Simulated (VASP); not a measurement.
# Au (Fm-3m) in VASP: notebook

The runs below take Au through single point, relaxation of cell and atoms, with LDA.

Everything below comes from runs of VASP 6.6.1. Logs are shortened: lines on timing, memory, paths and dates and some standing lists are left out, and cuts for length are marked.

### 1 The cell of the first run

Symmetry: Fm-3m, No. 225, cubic system. Conventional cell: a = 4.048 Å, b = 4.048 Å, c = 4.048 Å, α = 90.00°, β = 90.00°, γ = 90.00°. Within 3.8 Å of Au (site symmetry m-3m) lie 12 Au at 2.86 Å.

### 2 Single point, LDA

Input file INCAR:

```
PREC = Accurate
ENCUT = 520
EDIFF = 1E-6
ISMEAR = -1
SIGMA = 0.15
LREAL = False
LASPH = True
NELM = 60
ALGO = Normal
ISIF = 2
LWAVE = False
LCHARG = False
NBANDS = 12
```

Input file KPOINTS:

```
regular mesh
0
Gamma
  16 16 16
```

Input file POSCAR:

```
Au
1.0
    0.0000000000      2.0240803091      2.0240803091
    2.0240803091      0.0000000000      2.0240803091
    2.0240803091      2.0240803091      0.0000000000
Au
1
Direct
    0.0000000000      0.0000000000      0.0000000000
```

Potentials or basis: VASP PAW LDA potentials, release 64 (Au).

Command:

```
> cat potpaw_LDA.64/Au/POTCAR > POTCAR
> mpirun -np 1 vasp_std > vasp.out
```

OUTCAR:

```text
PREC = Accurate
   ENCUT = 520
   EDIFF = 1E-6
   ISMEAR = -1
   LREAL = False
   LASPH = True
   NELM = 60
   ISIF = 2

 ion  position               nearest neighbor table
   1  0.000  0.000  0.000-

  LATTYP: Found a face centered cubic cell.
 ALAT       =     4.0481606182

  Lattice vectors:

 A1 = (   0.0000000000,   2.0240803091,   2.0240803091)
 A2 = (   2.0240803091,   0.0000000000,   2.0240803091)
 A3 = (   2.0240803091,   2.0240803091,   0.0000000000)

Analysis of symmetry for initial positions (statically):
=====================================================================
 Subroutine PRICEL returns:
 Original cell was already a primitive cell.

 Routine SETGRP: Setting up the symmetry group for a
 face centered cubic supercell.

 Subroutine GETGRP returns: Found 48 space group operations
 (whereof 48 operations were pure point group operations)
 out of a pool of 48 trial point group operations.

The static configuration has the point symmetry O_h .

Analysis of symmetry for dynamics (positions and initial velocities):
=====================================================================
 Subroutine PRICEL returns:
 Original cell was already a primitive cell.

 Routine SETGRP: Setting up the symmetry group for a
 face centered cubic supercell.

 Subroutine GETGRP returns: Found 48 space group operations
 (whereof 48 operations were pure point group operations)
 out of a pool of 48 trial point group operations.

The dynamic configuration has the point symmetry O_h .

 Subroutine INISYM returns: Found 48 space group operations
 (whereof 48 operations are pure point group operations),
 and found     1 'primitive' translations

----------------------------------------------------------------------------------------

                                     Primitive cell

  volume of cell :      16.5849

  direct lattice vectors                    reciprocal lattice vectors
     0.000000000  2.024080309  2.024080309    -0.247025772  0.247025772  0.247025772
     2.024080309  0.000000000  2.024080309     0.247025772 -0.247025772  0.247025772
     2.024080309  2.024080309  0.000000000     0.247025772  0.247025772 -0.247025772

  length of vectors
     2.862481824  2.862481824  2.862481824     0.427861187  0.427861187  0.427861187

  position of ions in fractional coordinates (direct lattice)
     0.000000000  0.000000000  0.000000000

  ion indices of the primitive-cell ions
   primitive index   ion index
                 1           1

----------------------------------------------------------------------------------------

 KPOINTS: regular mesh

Automatic generation of k-mesh.
 Grid dimensions read from file:
 generate k-points for:   16   16   16

 Generating k-lattice:

  Cartesian coordinates                     Fractional coordinates (reciprocal lattice)
    -0.015439111  0.015439111  0.015439111     0.062500000  0.000000000  0.000000000
     0.015439111 -0.015439111  0.015439111     0.000000000  0.062500000  0.000000000
     0.015439111  0.015439111 -0.015439111     0.000000000  0.000000000  0.062500000

  Length of vectors
     0.026741324  0.026741324  0.026741324

  Shift w.r.t. Gamma in fractional coordinates (k-lattice)
     0.000000000  0.000000000  0.000000000

 Subroutine IBZKPT returns following result:
 ===========================================

 Found    145 irreducible k-points:

 Following reciprocal coordinates:
            Coordinates               Weight
  0.000000  0.000000  0.000000      1.000000
  0.062500  0.000000  0.000000      8.000000
  0.125000  0.000000  0.000000      8.000000
  0.187500  0.000000  0.000000      8.000000
  0.250000  0.000000  0.000000      8.000000
  0.312500  0.000000  0.000000      8.000000
[... 16 lines left out ...]
 -0.125000  0.062500  0.000000     24.000000
 -0.062500  0.062500  0.000000     12.000000
 [... further k-points ...]
   k-points           NKPTS =    145   k-points in BZ     NKDIM =    145   number of bands    NBANDS=     12
   number of dos      NEDOS =    301   number of ions     NIONS =      1
   total plane-waves  NPLWV =  13824
   dimension x,y,z NGX =    24 NGY =   24 NGZ =   24
   dimension x,y,z NGXF=    48 NGYF=   48 NGZF=   48
   ions per type =               1
   NGX,Y,Z   is equivalent  to a cutoff of  13.94, 13.94, 13.94 a.u.
   NGXF,Y,Z  is equivalent  to a cutoff of  27.88, 27.88, 27.88 a.u.
 SYSTEM =  unknown system
   PREC   = accura    normal or accurate (medium, high low for compatibility)
   ISTART =      0    job   : 0-new  1-cont  2-samecut
   ICHARG =      2    charge: 1-file 2-atom 10-const
   ISPIN  =      1    spin polarized calculation?
   LNONCOLLINEAR =      F non collinear calculations
   LSORBIT =      F    spin-orbit coupling
   LASPH  =      T    aspherical Exc in radial PAW
   ENCUT  =  520.0 eV  38.22 Ry    6.18 a.u.   5.32  5.32  5.32*2*pi/ulx,y,z
   NELM   =     60;   NELMIN=  2; NELMDL= -5     # of ELM steps
   EDIFF  = 0.1E-05   stopping-criterion for ELM
   LREAL  =      F    real-space projection
   EDIFFG = 0.1E-04   stopping-criterion for IOM
   NSW    =      0    number of steps for IOM
   IBRION =     -1    ionic relax: 0-MD 1-quasi-New 2-CG
   NFREE  =      0    steps in history (QN), initial steepest desc. (CG)
   ISIF   =      2    stress and relaxation
   ISYM   =      2    0-nonsym 1-usesym 2-fastsym
   POTIM  = 0.5000    time-step for ionic-motion
   TEBEG  =    0.0;   TEEND  =   0.0 temperature during run
   PSTRESS=    0.0 pullay stress
   NELECT =      11.0000    total number of electrons
   NUPDOWN=      -1.0000    fix difference up-down
   EMIN   =  10.00;   EMAX   =-10.00  energy-range for DOS
   EFERMI =   0.00;   METHOD = LEGACY
   ISMEAR =    -1;   SIGMA  =   0.15  broadening in eV -4-tet -1-fermi 0-gaus
   EFERMI_NEDOS =   21; number of points for ismear=-14 and -15
   IALGO  =     38    algorithm
   IMIX   =      4    mixing-type and parameters
     AMIX     =   0.40;   BMIX     =  1.00
     AMIX_MAG =   1.60;   BMIX_MAG =  1.00
  volume/ion in A,a.u.               =      16.58       111.92
  Fermi-wavevector in a.u.,A,eV,Ry     =   1.427692  2.697947 27.732832  2.038306
  Thomas-Fermi vector in A             =   2.547835
   LORBIT       =      0    0 simple, 1 ext, 2 COOP (PROOUT), +10 PAW based schemes
   GGA     = CA    functional components
   LHFCALC =     F    Hartree Fock is set to
   AEXX    =    0.0000 exact exchange contribution
   IVDW    =     0    specifies the selected vdW correction
   LEPSILON=     F    determine dielectric tensor
   LRPA    =     F    only Hartree local field effects (RPA)
 non-spin polarized calculation
  energy-cutoff  :      520.00
  volume of cell :       16.58
 maximum number of plane-waves:       459
 NGX is ok and might be reduce to    24
   NGX = 11   NGY = 11   NGZ = 11

 number of electron      10.9999999 magnetization

 Free energy of the ion-electron system (eV)
  ---------------------------------------------------
  ext. energy  EPLUGINS =         0.00000000
  ---------------------------------------------------
  free energy    TOTEN  =        -4.45536226 eV

  energy without entropy =       -4.43450243  energy(sigma->0) =       -4.44493234

 E-fermi :   9.7577     XC(G=0): -13.1413

 val. band max:        9.7480672058   @ k =   0.5000   0.3125   0.1250
 cond. band min:       9.7732177538   @ k =   0.5000   0.1875   0.0625
 fundamental gap:      0.0251505480
 Fermi energy:         9.7577221721

 k-point     1 :       0.0000    0.0000    0.0000
  band No.  band energies     occupation
      1      -0.4537      2.00000
      2       4.8899      2.00000
      3       4.8899      2.00000
      4       4.8899      2.00000
      5       6.5036      2.00000
      6       6.5036      2.00000
      7      24.1968      0.00000
      8      28.3085      0.00000
      9      28.3085      0.00000
     10      28.3085      0.00000
     11      33.4267      0.00000
     12      38.3121      0.00000

 k-point     2 :       0.0625    0.0000    0.0000
  band No.  band energies     occupation
      1      -0.3138      2.00000
      2       4.8423      2.00000
      3       4.9393      2.00000
      4       4.9393      2.00000
      5       6.4806      2.00000
      6       6.4806      2.00000
      7      24.3710      0.00000
      8      27.4509      0.00000
      9      28.4840      0.00000
     10      28.4840      0.00000
     11      34.1593      0.00000
     12      36.6724      0.00000

 k-point     3 :       0.1250    0.0000    0.0000
  band No.  band energies     occupation
      1       0.0912      2.00000
      2       4.7276      2.00000
      3       5.0627      2.00000
      4       5.0627      2.00000
      5       6.4400      2.00000
      6       6.4400      2.00000
      7      24.7313      0.00000
      8      25.7642      0.00000
      9      28.9750      0.00000
     10      28.9750      0.00000
     11      33.4737      0.00000
     12      35.8154      0.00000
[... 286 lines left out ...]
 k-point    23 :      -0.1250    0.0625    0.0000
  band No.  band energies     occupation
      1       0.3956      2.00000
      2       4.6141      2.00000
      3       5.1524      2.00000
      4       5.1744      2.00000
      5       6.2591      2.00000
      6       6.5981      2.00000
      7      24.7196      0.00000
      8      25.3185      0.00000
      9      28.1763      0.00000
     10      29.9729      0.00000
     11      32.1499      0.00000
     12      35.2835      0.00000

 k-point    24 :      -0.0625    0.0625    0.0000
  band No.  band energies     occupation
      1      -0.0847      2.00000
      2       4.7506      2.00000
      3       5.0077      2.00000
      4       5.0442      2.00000
      5       6.3701      2.00000
      6       6.5296      2.00000
      7      24.6336      0.00000
      8      26.6272      0.00000
      9      28.1305      0.00000
     10      29.0752      0.00000
     11      34.1018      0.00000
     12      36.1763      0.00000

 [... further k-points ...]
[... 5 lines left out ...]
  --------------------------------------------------------------------------------------
  -------------------------------------------------------------------------------------
  Total        0.0518787      0.0518787      0.0518787      0.0000000      0.0000000      0.0000000
  in kB        5.0117200      5.0117200      5.0117200      0.0000000      0.0000000      0.0000000
  external PRESSURE =       5.0117200 kB  Pullay stress =       0.0000000 kB

 VOLUME and BASIS-vectors are now :
 -----------------------------------------------------------------------------
  energy-cutoff  :      520.00
  volume of cell :       16.58
      direct lattice vectors                 reciprocal lattice vectors
     0.000000000  2.024080309  2.024080309    -0.247025772  0.247025772  0.247025772
     2.024080309  0.000000000  2.024080309     0.247025772 -0.247025772  0.247025772
     2.024080309  2.024080309  0.000000000     0.247025772  0.247025772 -0.247025772

 POSITION                                       TOTAL-FORCE (eV/Angst)
 -----------------------------------------------------------------------------------
      0.00000      0.00000      0.00000        -0.000000      0.000000      0.000000
 -----------------------------------------------------------------------------------
    total drift:                               -0.000000      0.000000     -0.000000

  FREE ENERGIE OF THE ION-ELECTRON SYSTEM (eV)
  ---------------------------------------------------
  free  energy   TOTEN  =        -4.4553622578 eV

  energy  without entropy=       -4.4345024295  energy(sigma->0) =       -4.44493234
```

It took 10 s on 1 thread of Intel Xeon 6975P-C, shared host; peak memory 0.15 GiB.

What came out:

```
Free energy : -4.4554 eV
Pressure    : 0.5 GPa
```

Levels at points of the mesh, in eV from the Fermi level:
```csv
k point,band 3,band 4,band 5,band 6,band 7,band 8,band 9,band 10
"(0.00, 0.00, 0.00)",-4.87,-4.87,-3.25,-3.25,14.44,18.55,18.55,18.55
"(0.50, 0.00, 0.00)",-4.90,-1.99,-1.99,-1.14,3.19,13.90,17.21,17.21
"(0.50, 0.50, 0.00)",-2.03,-1.65,-1.65,0.88,5.96,9.99,9.99,17.54
```

Caveat: spin-orbit coupling is left out, which moves the levels of the heavy elements.

### 3 Relaxation of cell and atoms, LDA

This run uses another cell than the first one, of 17.45 Å³/atom, 1.052 times its volume.

Input file INCAR:

```
SYSTEM = Au
  PREC = Accurate
  ENCUT = 600
  EDIFF = 1E-7
  ISMEAR = 0
  SIGMA = 0.1
  LREAL = .False.
  LASPH = .True.
  NELM = 100
  ALGO = Normal
  ISIF = 3
  LWAVE = .False.
  LCHARG = .False.
  IBRION = 2
  NSW = 100
  EDIFFG = -0.002
```

Input file KPOINTS:

```
regular mesh
0
Gamma
  14 14 14
  0 0 0
```

Input file POSCAR:

```
Au
1.0
    0.0000000000      2.0585000000      2.0585000000
    2.0585000000      0.0000000000      2.0585000000
    2.0585000000      2.0585000000      0.0000000000
Au
1
Direct
    0.0000000000      0.0000000000      0.0000000000
```

Potentials or basis: VASP PAW LDA potentials, release 64 (Au).

Command:

```
> cat potpaw_LDA.64/Au/POTCAR > POTCAR
> mpirun -np 1 vasp_std > vasp.out
```

It took 30 s on 1 thread of Intel Xeon 6975P-C, shared host; peak memory 0.16 GiB.

It converged, with:

```yaml
Free_energy: -4.4436 eV
Relaxed_volume: 16.63 Å³/atom
Relaxed_cell: a = 2.865 Å, b = 2.865 Å, c = 2.865 Å, α = 60.00°, β = 60.00°, γ = 60.00°
Space_group_after_relaxing_to_0.05_Å: Fm-3m (No. 225)
Energy_gained_by_relaxing: 21.8 meV/atom
Ionic_steps: 7
Pressure_after_relaxing: 0.0 GPa
```

Step by step:
```tsv
step	energy change (eV)	largest force (eV/Å)	pressure (GPa)	volume (Å³)
1	0.0000	0.0000	-8.13	17.45
2	0.0555	0.0000	20.48	15.31
3	-0.0218	0.0000	-0.23	16.65
4	-0.0218	0.0000	-0.05	16.63
5	-0.0218	0.0000	0.14	16.62
6	-0.0218	0.0000	-0.20	16.65
7	-0.0218	0.0000	-0.02	16.63
```

Final structure:
```
Au
1.0
     0.00000    2.02596    2.02596
     2.02596    0.00000    2.02596
     2.02596    2.02596    0.00000
Au
1
Direct
  0.00000 0.00000 0.00000
```

Levels at points of the mesh, in eV from the Fermi level:
```tsv
k point	band 3	band 4	band 5	band 6	band 7	band 8	band 9
(0.00, 0.00, 0.00)	-4.80	-4.80	-3.20	-3.20	14.49	18.59	18.59
(0.50, 0.00, 0.00)	-4.84	-1.94	-1.94	-1.08	3.22	13.95	17.24
(0.50, 0.50, 0.00)	-1.98	-1.60	-1.60	0.93	5.99	10.03	10.03
```

Caveat: spin-orbit coupling is left out, which moves the levels of the heavy elements. Zero-point motion and thermal expansion aren't in these numbers.

### 4 Relaxation of cell and atoms, LDA

Input file INCAR:

```
PREC = Accurate
ENCUT = 600
EDIFF = 1E-6
ISMEAR = -1
SIGMA = 0.15
LREAL = False
LASPH = True
NELM = 60
ALGO = Normal
ISIF = 3
LWAVE = False
LCHARG = False
GGA = CA
IBRION = 2
NSW = 80
EDIFFG = -0.001
```

Input file KPOINTS:

```
Automatic mesh
0
Gamma
  16 16 16
```

Input file POSCAR:

```
Au
1.0
    0.0000000000      2.0238288653      2.0238288653
    2.0238288653      0.0000000000      2.0238288653
    2.0238288653      2.0238288653      0.0000000000
Au
1
Direct
    0.0000000000      0.0000000000      0.0000000000
```

Command:

```
> cat potpaw_LDA.64/Au/POTCAR > POTCAR
> mpirun -np 1 vasp_std > vasp.out
```

Run time: 40 s. Hardware: 1 thread of Intel Xeon 6975P-C, shared host; peak memory 0.16 GiB.

Results (log left out):

```
Free energy                            : -4.4554 eV
Relaxed volume                         : 16.63 Å³/atom
Relaxed cell                           : a = 2.865 Å, b = 2.865 Å, c = 2.865 Å, α = 60.00°, β = 60.00°, γ = 60.00°
Space group after relaxing (to 0.05 Å) : Fm-3m (No. 225)
Energy gained by relaxing              : 0.1 meV/atom
Ionic steps                            : 11
Pressure after relaxing                : 0.0 GPa
```

The path:
| step | energy change (eV) | largest force (eV/Å) | pressure (GPa) | volume (Å³) |
| --- | --- | --- | --- | --- |
| 1 | 0.0000 | 0.0000 | 0.66 | 16.58 |
| 2 | 0.0003 | 0.0000 | -1.21 | 16.74 |
| 3 | -0.0001 | 0.0000 | -0.01 | 16.63 |
| 4 | -0.0001 | 0.0000 | -0.02 | 16.63 |
| 5 | -0.0001 | 0.0000 | 0.31 | 16.61 |
| 6 | -0.0001 | 0.0000 | 0.05 | 16.63 |
| 7 | -0.0001 | 0.0000 | 0.05 | 16.63 |
| 8 | -0.0001 | 0.0000 | -0.01 | 16.64 |
| 9 | -0.0001 | 0.0000 | -0.02 | 16.64 |
| 10 | -0.0001 | 0.0000 | -0.03 | 16.63 |
| 11 | -0.0001 | 0.0000 | 0.00 | 16.63 |

Final structure:
```
CELL_PARAMETERS angstrom
0.00000 2.02606 2.02606
2.02606 0.00000 2.02606
2.02606 2.02606 0.00000
ATOMIC_POSITIONS crystal
Au 0.00000 0.00000 0.00000
```

Levels at points of the mesh, in eV from the Fermi level:
```
           k point  band 2  band 3  band 4  band 5  band 6  band 7  band 8  band 9
(0.00, 0.00, 0.00)   -4.85   -4.85   -4.85   -3.24   -3.24   14.45   18.54   18.54
(0.50, 0.00, 0.00)   -4.88   -4.88   -1.99   -1.99   -1.12    3.18   13.91   17.19
(0.50, 0.50, 0.00)   -7.00   -2.02   -1.65   -1.65    0.89    5.94    9.98    9.98
```

Caveat: spin-orbit coupling is left out, which moves the levels of the heavy elements.

### 5 Summary

```csv
task,cell,k mesh,cutoff (eV),smearing,gap on the mesh (eV),pressure (GPa),relaxed volume (Å³/atom)
single point,"a = 2.862 Å, angles 60.0°, 1 atom",16 × 16 × 16,520,fermi-dirac 0.15 eV,none,0.5,-
relaxation of cell and atoms,"relaxed from a = 2.911 Å, angles 60.0°, 1 atom",14 × 14 × 14,600,gaussian 0.1 eV,none,0.0,16.63
relaxation of cell and atoms,"relaxed from a = 2.862 Å, angles 60.0°, 1 atom",16 × 16 × 16,600,fermi-dirac 0.15 eV,none,0.0,16.63
```

Alike in all rows: level LDA; potentials or basis VASP PAW LDA potentials, release 64 (Au); no spin polarisation.

Caveats: spin-orbit coupling is left out, which moves the levels of the heavy elements.

Absolute energies hang on the potentials; compare differences alone.
